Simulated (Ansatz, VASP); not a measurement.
Two plane-wave programs on BAs

```xyz
2
Lattice="0.0000 2.3180 2.3180 2.3180 0.0000 2.3180 2.3180 2.3180 0.0000" Properties=species:S:1:pos:R:3 pbc="T T T"
B     0.0000    0.0000    0.0000
As    1.1590    1.1590    1.1590
```

Change from the starting cell: volume scaled by 0.94, PAW files.

Alike in both runs: task single point; functional LDA; k mesh 15 × 15 × 15; occupations fermi-dirac, width 0.05 eV; no spin polarisation.

|  | VASP | Ansatz |
| --- | --- | --- |
| version | VASP 6.6.1 | Ansatz 0.2.0 |
| potentials or method | VASP PAW LDA potentials, release 64 (B, As_d) | PAW with Ansatz's default frozen-core files, scalar-relativistic |
| plane-wave cutoff (eV) | 560 | 420 |
| valence electrons in the cell | 18 | 18 |

VASP gave:

| Item | Value |
| --- | --- |
| pressure (GPa) | 11.4 |

Question: What did Ansatz give for the same quantities?

Answer: Pressure (GPa): 10.3.

LDA's correlation is that of Perdew and Zunger in VASP and of Perdew and Wang (1992) in Ansatz.
